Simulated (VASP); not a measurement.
# Li2O (Fm-3m) in VASP: a series of runs, part 2 of 2

VASP 6.6.1. The steps go on from the part before.

### Step 4. Relaxation of cell and atoms, PBE+D3(BJ)

The input, INCAR:

```
SYSTEM = Li2O
PREC = Accurate
ENCUT = 750
EDIFF = 1E-7
ISMEAR = 0
SIGMA = 0.01
LREAL = .FALSE.
LASPH = .TRUE.
NELM = 120
ALGO = Normal
ISIF = 3
LWAVE = .FALSE.
LCHARG = .FALSE.
GGA = PE
IVDW = 12
IBRION = 2
NSW = 80
EDIFFG = -0.01
GGA_COMPAT = .FALSE.
NELMIN = 4
```

The input, KPOINTS:

```
Automatic mesh
0
G
  6 6 6
  0 0 0
```

The input, POSCAR:

```
Li2O
1.0
    0.0000000000      2.3050000000      2.3050000000
    2.3050000000      0.0000000000      2.3050000000
    2.3050000000      2.3050000000      0.0000000000
Li O
2 1
Direct
    0.2500000000      0.2500000000      0.2500000000
    0.7500000000      0.7500000000      0.7500000000
    0.0000000000      0.0000000000      0.0000000000
```

Potentials or basis: VASP PAW PBE potentials, release 64 (Li_sv, O).

The run is started by

```bash
$ cat potpaw_PBE.64/Li_sv/POTCAR potpaw_PBE.64/O/POTCAR > POTCAR
$ mpirun -np 1 vasp_std > vasp.out
```

OUTCAR:

```text
SYSTEM = Li2O
   PREC = Accurate
   ENCUT = 750
   EDIFF = 1E-7
   ISMEAR = 0
   LREAL = .FALSE.
   LASPH = .TRUE.
   NELM = 120
   ISIF = 3
   GGA = PE
   IVDW = 12
   IBRION = 2
   NSW = 80
   EDIFFG = -0.01
   NELMIN = 4
 IVDW          = 12

 ion  position               nearest neighbor table
   1  0.250  0.250  0.250-   3 2.00   3 2.00   3 2.00   3 2.00   2 2.31   2 2.31   2 2.31   2 2.31
                             2 2.31   2 2.31
   2  0.750  0.750  0.750-   3 2.00   3 2.00   3 2.00   3 2.00   1 2.31   1 2.31   1 2.31   1 2.31
                             1 2.31   1 2.31
   3  0.000  0.000  0.000-   1 2.00   2 2.00   2 2.00   2 2.00   2 2.00   1 2.00   1 2.00   1 2.00

  LATTYP: Found a face centered cubic cell.
 ALAT       =     4.6100000000

  Lattice vectors:

 A1 = (   0.0000000000,   2.3050000000,   2.3050000000)
 A2 = (   2.3050000000,   0.0000000000,   2.3050000000)
 A3 = (   2.3050000000,   2.3050000000,   0.0000000000)

Analysis of symmetry for initial positions (statically):
=====================================================================
 Subroutine PRICEL returns:
 Original cell was already a primitive cell.

 Routine SETGRP: Setting up the symmetry group for a
 face centered cubic supercell.

 Subroutine GETGRP returns: Found 48 space group operations
 (whereof 48 operations were pure point group operations)
 out of a pool of 48 trial point group operations.

The static configuration has the point symmetry O_h .

Analysis of symmetry for dynamics (positions and initial velocities):
[... 154 lines left out ...]
  energy without entropy =      -14.35534369  energy(sigma->0) =      -14.35534369

------------------------ aborting loop because EDIFF is reached ----------------------------------------

 Edisp (eV)   -0.79766

 E8    (eV) :    -0.3105
[... 32 lines left out ...]
--------------------------------------- Ionic step        2  -------------------------------------------

 number of electron      12.0000003 magnetization

 E-fermi :   1.6650     XC(G=0):  -9.9309

 val. band max:        1.5607579005   @ k =   0.0000   0.0000   0.0000
 cond. band min:       6.6211332976   @ k =   0.5000   0.5000   0.0000
 fundamental gap:      5.0603753971
 Fermi energy:         1.6650232126

 k-point     1 :       0.0000    0.0000    0.0000
  band No.  band energies     occupation
      1     -41.3438      2.00000
      2     -40.9671      2.00000
      3     -13.9573      2.00000
      4       1.5608      2.00000
      5       1.5608      2.00000
      6       1.5608      2.00000
      7       7.1419      0.00000
      8      13.7437      0.00000
      9      13.7437      0.00000
     10      13.7437      0.00000
[... 233 lines left out ...]
--------------------------------------- Ionic step        3  -------------------------------------------

 number of electron      12.0000003 magnetization

 Free energy of the ion-electron system (eV)
  ---------------------------------------------------
  ext. energy  EPLUGINS =         0.00000000
  ---------------------------------------------------
  free energy    TOTEN  =       -14.32894296 eV

  energy without entropy =      -14.32894296  energy(sigma->0) =      -14.32894296

 E-fermi :   1.7871     XC(G=0): -10.0204

 val. band max:        1.6774742349   @ k =   0.0000   0.0000   0.0000
 cond. band min:       6.7776972345   @ k =   0.5000   0.5000   0.0000
 fundamental gap:      5.1002229995
 Fermi energy:         1.7870882633

 k-point     1 :       0.0000    0.0000    0.0000
  band No.  band energies     occupation
      1     -41.1915      2.00000
      2     -40.7893      2.00000
      3     -13.8752      2.00000
      4       1.6775      2.00000
      5       1.6775      2.00000
      6       1.6775      2.00000
      7       7.4193      0.00000
      8      13.9824      0.00000
      9      13.9824      0.00000
     10      13.9824      0.00000
[... 227 lines left out ...]
  FREE ENERGIE OF THE ION-ELECTRON SYSTEM (eV)
  ---------------------------------------------------
  free  energy   TOTEN  =       -15.1746068108 eV

  energy  without entropy=      -15.1746068108  energy(sigma->0) =      -15.17460681

 reached required accuracy - stopping structural energy minimisation
```

CONTCAR:

```text
Li2O
   1.00000000000000
    -0.0000000000000000    2.2617612135818228    2.2617612135818228
     2.2617612135818228    0.0000000000000000    2.2617612135818228
     2.2617612135818228    2.2617612135818228   -0.0000000000000000
  Li              O
     2     1
Direct
     0.2500000000000000    0.2500000000000000    0.2500000000000000
     0.7500000000000000    0.7500000000000000    0.7500000000000000
     0.0000000000000000    0.0000000000000000    0.0000000000000000

  0.00000000E+00  0.00000000E+00  0.00000000E+00
  0.00000000E+00  0.00000000E+00  0.00000000E+00
  0.00000000E+00  0.00000000E+00  0.00000000E+00
```

Run time: 16 s. Hardware: 1 thread of AMD EPYC 7R43 (Zen 3), shared host; peak memory 0.14 GiB.

What came out:

```yaml
Free_energy: -15.1746 eV
Relaxed_volume: 7.71 Å³/atom
Relaxed_cell: a = 3.199 Å, b = 3.199 Å, c = 3.199 Å, α = 60.00°, β = 60.00°, γ = 60.00°
Space_group_after_relaxing_to_0.1_Å: Fm-3m (No. 225)
Energy_gained_by_relaxing: 7.2 meV/atom
Ionic_steps: 3
Pressure_after_relaxing: 0.0 GPa
Band_gap_on_the_k_mesh: 5.10 eV (least direct gap 5.74 eV)
Dispersion_energy_per_atom: -0.282 eV
```

Step by step:
| step | energy change (eV) | largest force (eV/Å) | pressure (GPa) | volume (Å³) |
| --- | --- | --- | --- | --- |
| 1 | 0.0000 | 0.0000 | -4.84 | 24.49 |
| 2 | -0.0185 | 0.0000 | -1.94 | 23.63 |
| 3 | -0.0216 | 0.0000 | -0.05 | 23.14 |

Final structure:
```
Li O
1.0
     0.00000    2.26176    2.26176
     2.26176    0.00000    2.26176
     2.26176    2.26176    0.00000
Li O
2 1
Direct
  0.25000 0.25000 0.25000
  0.75000 0.75000 0.75000
  0.00000 0.00000 0.00000
```

A k mesh can miss the band edges. A hybrid or GW would open this gap; PBE tends to underestimate it.

### Step 5. Summary

```tsv
level	gap on the mesh (eV)	pressure (GPa)	relaxed volume (Å³/atom)
PBEsol	4.87	0.0	8.01
PBE+D4	5.02	0.0	8.04
PBE+D3(BJ)	5.10	0.0	7.71
```

Alike in all rows: task relaxation of cell and atoms; potentials or basis VASP PAW PBE potentials, release 64 (Li_sv, O); no spin polarisation; cell relaxed; k mesh 6 × 6 × 6; cutoff (eV) 750; smearing gaussian 0.01 eV.

Caveats: the PAW data sets were made with another functional, which shifts forces and pressure a little (at least some runs).

Absolute energies hang on the potentials; compare differences alone.
